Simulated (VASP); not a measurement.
# Ta5Si (P4/mmm) in VASP: further runs

Ta5Si is run at these levels: PBE; tasks: single point.

All numbers are computed with VASP 6.6.1; they aren't measurements. Logs are shortened: lines on timing, memory, paths and dates and some standing lists are left out, and cuts for length are marked.

## (1) The cell of the first run

It takes space group P4/mmm (No. 123, tetragonal). The conventional cell has a = 3.372 Å, b = 3.372 Å, c = 9.173 Å, α = 90.00°, β = 90.00°, γ = 90.00°. Ta (site symmetry 4mm) has 4 Si at 2.76 Å and 10 Ta at 2.77 to 3.37 Å within 3.6 Å. Ta (site symmetry 4mm) has 13 Ta at 2.85 to 3.37 Å and 1 Si at 2.94 Å within 3.8 Å. Ta (site symmetry 4/mmm) has 14 Ta at 2.90 to 3.37 Å within 3.8 Å. Within 3.6 Å of Si (site symmetry 4/mmm) lie 10 Ta at 2.76 to 2.94 Å and 4 Si at 3.37 Å.

## (2) Single point, PBE

INCAR

```
SYSTEM = Ta5Si
  ALGO = Fast
  EDIFF = 1E-7
  ENCUT = 520
  GGA = PE
  ISIF = 2
  ISMEAR = 0
  LASPH = .TRUE.
  LCHARG = .FALSE.
  LREAL = .FALSE.
  LWAVE = .FALSE.
  NBANDS = 38
  NELM = 60
  PREC = Accurate
  SIGMA = 0.1
```

KPOINTS

```
k-points
0
G
  10 10 4
  0 0 0
```

POSCAR

```
Ta5Si
1.0
    3.3715918849      0.0000000000      0.0000000000
    0.0000000000      3.3715918849      0.0000000000
    0.0000000000      0.0000000000      9.1726399506
Ta Si
5 1
Direct
    0.5000000000      0.5000000000      0.1509070729
    0.0000000000      0.0000000000      0.3205513570
    0.5000000000      0.5000000000      0.8490929271
    0.0000000000      0.0000000000      0.6794486430
    0.5000000000      0.5000000000      0.5000000000
    0.0000000000      0.0000000000      0.0000000000
```

Potentials or basis: VASP PAW PBE potentials, release 64 (Ta_pv, Si).

On the command line:

```sh
> cat potpaw_PBE.64/Ta_pv/POTCAR potpaw_PBE.64/Si/POTCAR > POTCAR
> mpirun -np 1 vasp_std > vasp.out
```

OUTCAR:

```text
SYSTEM = Ta5Si
   EDIFF = 1E-7
   ENCUT = 520
   GGA = PE
   ISIF = 2
   ISMEAR = 0
   LASPH = .TRUE.
   LREAL = .FALSE.
   NELM = 60
   PREC = Accurate

 ion  position               nearest neighbor table
   1  0.500  0.500  0.151-   6 2.76   6 2.76   6 2.76   6 2.76   3 2.77   2 2.85   2 2.85   2 2.85
                             2 2.85   5 3.20
   2  0.000  0.000  0.321-   1 2.85   1 2.85   1 2.85   1 2.85   5 2.90   5 2.90   5 2.90   5 2.90
                             6 2.94   4 3.29
   3  0.500  0.500  0.849-   6 2.76   6 2.76   6 2.76   6 2.76   1 2.77   4 2.85   4 2.85   4 2.85
                             4 2.85   5 3.20
   4  0.000  0.000  0.679-   3 2.85   3 2.85   3 2.85   3 2.85   5 2.90   5 2.90   5 2.90   5 2.90
                             6 2.94   2 3.29
   5  0.500  0.500  0.500-   2 2.90   4 2.90   2 2.90   4 2.90   2 2.90   4 2.90   2 2.90   4 2.90
                             3 3.20   1 3.20
   6  0.000  0.000  0.000-   1 2.76   3 2.76   1 2.76   3 2.76   1 2.76   3 2.76   1 2.76   3 2.76
                             2 2.94   4 2.94

  LATTYP: Found a simple tetragonal cell.
 ALAT       =     3.3715918849
 C/A-ratio  =     2.7205665050

  Lattice vectors:

 A1 = (   3.3715918849,   0.0000000000,   0.0000000000)
 A2 = (   0.0000000000,   3.3715918849,   0.0000000000)
 A3 = (   0.0000000000,   0.0000000000,   9.1726399506)

Analysis of symmetry for initial positions (statically):
=====================================================================
 Subroutine PRICEL returns:
 Original cell was already a primitive cell.

 Routine SETGRP: Setting up the symmetry group for a
 simple tetragonal supercell.

 Subroutine GETGRP returns: Found 16 space group operations
 (whereof 16 operations were pure point group operations)
 out of a pool of 16 trial point group operations.

The static configuration has the point symmetry D_4h.

Analysis of symmetry for dynamics (positions and initial velocities):
=====================================================================
 Subroutine PRICEL returns:
 Original cell was already a primitive cell.

 Routine SETGRP: Setting up the symmetry group for a
 simple tetragonal supercell.

 Subroutine GETGRP returns: Found 16 space group operations
 (whereof 16 operations were pure point group operations)
 out of a pool of 16 trial point group operations.

The dynamic configuration has the point symmetry D_4h.

[... 108 lines left out ...]
   EDIFFG = 0.1E-05   stopping-criterion for IOM
   NSW    =      0    number of steps for IOM
   IBRION =     -1    ionic relax: 0-MD 1-quasi-New 2-CG
   NFREE  =      0    steps in history (QN), initial steepest desc. (CG)
   ISIF   =      2    stress and relaxation
   ISYM   =      2    0-nonsym 1-usesym 2-fastsym
   POTIM  = 0.5000    time-step for ionic-motion
   TEBEG  =    0.0;   TEEND  =   0.0 temperature during run
   PSTRESS=    0.0 pullay stress
   NELECT =      59.0000    total number of electrons
   NUPDOWN=      -1.0000    fix difference up-down
   EMIN   =  10.00;   EMAX   =-10.00  energy-range for DOS
   EFERMI =   0.00;   METHOD = LEGACY
   ISMEAR =     0;   SIGMA  =   0.10  broadening in eV -4-tet -1-fermi 0-gaus
   EFERMI_NEDOS =   21; number of points for ismear=-14 and -15
   IALGO  =     68    algorithm
   IMIX   =      4    mixing-type and parameters
     AMIX     =   0.40;   BMIX     =  1.00
     AMIX_MAG =   1.60;   BMIX_MAG =  1.00
  volume/ion in A,a.u.               =      17.38       117.28
  Fermi-wavevector in a.u.,A,eV,Ry     =   1.354058  2.558799 24.945929  1.833474
  Thomas-Fermi vector in A             =   2.481262
   LORBIT       =      0    0 simple, 1 ext, 2 COOP (PROOUT), +10 PAW based schemes
   GGA     = PE    functional components
   LHFCALC =     F    Hartree Fock is set to
   AEXX    =    0.0000 exact exchange contribution
   IVDW    =     0    specifies the selected vdW correction
   LEPSILON=     F    determine dielectric tensor
   LRPA    =     F    only Hartree local field effects (RPA)
 non-spin polarized calculation
 RMM-DIIS sequential band-by-band and
 Gauss-broadening in eV      SIGMA  =   0.10
  energy-cutoff  :      520.00
  volume of cell :      104.27
 maximum number of plane-waves:      2840
 NGX is ok and might be reduce to    28
   NGX = 13   NGY = 13   NGZ = 35

 number of electron      58.9999995 magnetization

 Free energy of the ion-electron system (eV)
  ---------------------------------------------------
  ext. energy  EPLUGINS =         0.00000000
  ---------------------------------------------------
  free energy    TOTEN  =       -65.69335954 eV

  energy without entropy =      -65.66904385  energy(sigma->0) =      -65.68120169

 E-fermi :   6.3590     XC(G=0): -12.4296

 val. band max:        6.3472566814   @ k =   0.2000   0.0000   0.2500
 cond. band min:       6.3651625329   @ k =   0.5000   0.4000   0.0000
 fundamental gap:      0.0179058516
 Fermi energy:         6.3589673837

 k-point     1 :       0.0000    0.0000    0.0000
  band No.  band energies     occupation
      1     -28.1195      2.00000
      2     -27.9060      2.00000
      3     -27.9060      2.00000
      4     -27.8297      2.00000
      5     -27.8297      2.00000
      6     -27.6974      2.00000
[... 973 lines left out ...]
     37       9.0922      0.00000
     38       9.1254      0.00000

 [... further k-points ...]

------------------------ aborting loop because EDIFF is reached ----------------------------------------

  FORCE on cell =-STRESS in cart. coord.  units (eV):
  Direction    XX          YY          ZZ          XY          YZ          ZX
  --------------------------------------------------------------------------------------
  -------------------------------------------------------------------------------------
  Total        0.0657959      0.0657959      0.0654819      0.0000000      0.0000000     -0.0000000
  in kB        1.0109860      1.0109860      1.0061611      0.0000000      0.0000000     -0.0000000
  external PRESSURE =       1.0093777 kB  Pullay stress =       0.0000000 kB

 VOLUME and BASIS-vectors are now :
 -----------------------------------------------------------------------------
  energy-cutoff  :      520.00
  volume of cell :      104.27
      direct lattice vectors                 reciprocal lattice vectors
     3.371591885  0.000000000  0.000000000     0.296595802  0.000000000  0.000000000
     0.000000000  3.371591885  0.000000000     0.000000000  0.296595802  0.000000000
     0.000000000  0.000000000  9.172639951     0.000000000  0.000000000  0.109019868

 POSITION                                       TOTAL-FORCE (eV/Angst)
 -----------------------------------------------------------------------------------
      1.68580      1.68580      1.38422        -0.000000     -0.000000      0.005580
      0.00000      0.00000      2.94030        -0.000000      0.000000     -0.000181
      1.68580      1.68580      7.78842        -0.000000      0.000000     -0.005580
      0.00000      0.00000      6.23234         0.000000      0.000000      0.000181
      1.68580      1.68580      4.58632        -0.000000     -0.000000     -0.000000
      0.00000      0.00000      0.00000        -0.000000     -0.000000     -0.000000
 -----------------------------------------------------------------------------------
    total drift:                                0.000000      0.000000      0.000000

  FREE ENERGIE OF THE ION-ELECTRON SYSTEM (eV)
  ---------------------------------------------------
  free  energy   TOTEN  =       -65.6933595367 eV

  energy  without entropy=      -65.6690438467  energy(sigma->0) =      -65.68120169
```

Run time: 5.8 min. Hardware: 1 thread of Intel Xeon 6975P-C (Granite Rapids), shared host; peak memory 0.35 GiB.

Results:

```
Free energy            : -65.6934 eV
Pressure               : 0.1 GPa
Largest force          : 0.006 eV/Å
Band gap on the k mesh : zero (an odd number of electrons rules out a gap without spin polarisation)
```

Forces in eV/Å, atoms in the order of the input:
```
Ta   0.000  0.000  0.006
Ta   0.000  0.000  0.000
Ta   0.000  0.000 -0.006
Ta   0.000  0.000  0.000
Ta   0.000  0.000  0.000
Si   0.000  0.000  0.000
```

Levels at points of the mesh, in eV from the Fermi level:
| k point | band 28 | band 29 | band 30 | band 31 | band 32 | band 33 |
| --- | --- | --- | --- | --- | --- | --- |
| (0.00, 0.00, 0.00) | 0.60 | 0.60 | 0.89 | 0.89 | 1.11 | 1.33 |
| (0.50, 0.00, 0.00) | -0.66 | -0.55 | -0.18 | 0.27 | 0.93 | 1.60 |
| (0.50, 0.50, 0.00) | -0.91 | -0.22 | 0.43 | 0.43 | 2.45 | 2.65 |
| (0.00, 0.00, 0.50) | 0.47 | 0.57 | 0.57 | 0.78 | 0.78 | 0.79 |
| (0.50, 0.00, 0.50) | -0.25 | 0.08 | 0.15 | 0.32 | 0.69 | 1.22 |
| (0.50, 0.50, 0.50) | -0.85 | 0.21 | 0.21 | 0.44 | 1.86 | 2.83 |

Caveat: spin-orbit coupling is left out, which moves the levels of the heavy elements.

## (3) Single point, PBE

INCAR

```
PREC     = Accurate       # precision mode
ENCUT    = 520            # plane-wave cutoff, eV
EDIFF    = 1E-6           # SCF threshold, eV
ISMEAR   = 0              # smearing method
SIGMA    = 0.1            # smearing width, eV
LREAL    = False          # projectors in reciprocal space
LASPH    = True           # aspherical terms in the spheres
NELM     = 60             # most SCF steps
ALGO     = Fast           # electronic algorithm
ISIF     = 2              # what is computed and relaxed
LWAVE    = False          # write WAVECAR
LCHARG   = False          # write CHGCAR
GGA      = PE             # functional
NBANDS   = 38             # bands
```

KPOINTS

```
regular mesh
0
Gamma
  10 10 4
```

POSCAR

```
Ta5Si
1.0
    3.3716658195      0.0000000000      0.0000000000
    0.0000000000      3.3716658195      0.0000000000
    0.0000000000      0.0000000000      9.1721589930
Ta Si
5 1
Direct
    0.5000000000      0.5000000000      0.1509176276
    0.0000000000      0.0000000000      0.3205818346
    0.5000000000      0.5000000000      0.8490823724
    0.0000000000      0.0000000000      0.6794181654
    0.5000000000      0.5000000000      0.5000000000
    0.0000000000      0.0000000000      0.0000000000
```

Potentials or basis: VASP PAW PBE potentials, release 64 (Ta_pv, Si).

On the command line:

```sh
> cat potpaw_PBE.64/Ta_pv/POTCAR potpaw_PBE.64/Si/POTCAR > POTCAR
> mpirun -np 1 vasp_std > vasp.out
```

Wall time 5.9 min (1 thread of Intel Xeon 6975P-C (Granite Rapids), shared host); peak memory 0.34 GiB.

The run converged. Its results:

```yaml
Free_energy: -65.6934 eV
Pressure: 0.1 GPa
Largest_force: 0.006 eV/Å
Band_gap_on_the_k_mesh: zero (an odd number of electrons rules out a gap without spin polarisation)
```

Forces on the atoms (eV/Å):
```
Ta   0.000  0.000  0.006
Ta   0.000  0.000 -0.005
Ta   0.000  0.000 -0.006
Ta   0.000  0.000  0.005
Ta   0.000  0.000  0.000
Si   0.000  0.000  0.000
```

Levels at points of the mesh, in eV from the Fermi level:
```
           k point  band 28  band 29  band 30  band 31  band 32  band 33
(0.00, 0.00, 0.00)     0.60     0.60     0.89     0.89     1.11     1.33
(0.50, 0.00, 0.00)    -0.66    -0.55    -0.18     0.27     0.93     1.60
(0.50, 0.50, 0.00)    -0.91    -0.22     0.43     0.43     2.45     2.65
(0.00, 0.00, 0.50)     0.47     0.57     0.57     0.78     0.78     0.79
(0.50, 0.00, 0.50)    -0.25     0.08     0.15     0.32     0.69     1.22
(0.50, 0.50, 0.50)    -0.85     0.21     0.21     0.44     1.86     2.83
```

Caveat: spin-orbit coupling is left out, which moves the levels of the heavy elements.
